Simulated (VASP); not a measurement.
Wanted: the native input for a VASP 6.6.1 run.

```
Task                   : relaxation of cell and atoms
Functional             : LDA
Potentials or basis    : VASP PAW LDA potentials, release 64 (Re)
Cutoff                 : 600 eV
k mesh                 : 17 × 17 × 15
Occupations            : fermi-dirac, width 0.1 eV
Spin                   : no spin polarisation
Target pressure        : -4.8 GPa
Dipole correction      : no
Further INCAR settings : ALGO = Normal; EDIFF = 1e-06; IBRION = 2; EDIFFG = -0.005; NSW = 60; ISIF = 3
```

The structure of Re lies in POSCAR:

```
Re
1.0
    2.6506607662      0.0000000000      0.0000000000
   -1.3253303831      2.2955395604      0.0000000000
    0.0000000000      0.0000000000      2.4916211202
Re
1
Direct
    0.0000000000      0.0000000000      0.0000000000
```

This isn't the form of Re at room conditions, which is hcp.

These files were run (other wordings do the same):

INCAR

```
PREC = Accurate
ENCUT = 600
EDIFF = 1E-6
ISMEAR = -1
SIGMA = 0.1
LREAL = F
LASPH = T
NELM = 60
ALGO = Normal
ISIF = 3
LWAVE = F
LCHARG = F
IBRION = 2
NSW = 60
EDIFFG = -0.005
PSTRESS = -48.0
```

KPOINTS

```
Automatic mesh
0
Gamma
  17 17 15
```

Potentials or basis: VASP PAW LDA potentials, release 64 (Re).

Launch:

```console
$ cat potpaw_LDA.64/Re/POTCAR > POTCAR
$ mpirun -np 1 vasp_std > vasp.out
```

Results of the run:

| Property | Result |
| --- | --- |
| Relaxed volume | 15.86 Å³/atom |
| Relaxed cell | a = 2.743 Å, b = 2.743 Å, c = 2.433 Å, α = 90.00°, β = 90.00°, γ = 120.00° |
| Space group after relaxing (to 0.1 Å) | P6/mmm (No. 191) |
| Energy change on relaxing (the run minimises the enthalpy) | -69.7 meV/atom |
| Ionic steps | 15 |
| Pressure after relaxing | -4.8 GPa |
| Band gap on the k mesh | zero (an odd number of electrons rules out a gap without spin polarisation) |

Caveat: the cell is relaxed towards a set pressure, so the run minimises the enthalpy, not the energy; spin-orbit coupling is left out, which moves the levels of the heavy elements.

Run time: 5.1 min on 1 thread of Oxide Virtual Turin-like Processor, on a shared host, peak memory 0.14 GiB.
